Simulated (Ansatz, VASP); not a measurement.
# Two plane-wave programs on ScAl

```xyz
2
Lattice="3.2343 0.0000 0.0000 0.0000 3.2343 0.0000 0.0000 0.0000 3.2343" Properties=species:S:1:pos:R:3 pbc="T T T"
Sc    1.6172    1.6172    1.6172
Al    0.0000    0.0000    0.0000
```

Change from the starting cell: equal strain along all axes, cell held, atoms relaxed: -4.0 %.

Alike in both runs: task single point; functional r2SCAN; k mesh 16 × 16 × 16; occupations gaussian, width 0.1 eV; no spin polarisation.

```csv
,VASP,Ansatz
version,VASP 6.6.1,Ansatz 0.2.0
potentials or method,"VASP PAW PBE potentials, release 64 (Sc_sv, Al), cutoff 520 eV","scalar-relativistic, plane waves, PAW"
valence electrons in the cell,14,14
```

```csv
,VASP,Ansatz,Ansatz less VASP
gap on the k mesh at the Fermi level (eV),none,none,-
pressure (GPa),13.1,12.8,-0.29
```

VASP's potentials were made for PBE, not for r2SCAN. A gap of «none» marks a metal or a gap that the smearing closes. With one functional, cell and mesh, what is left measures potentials, basis and numerics.
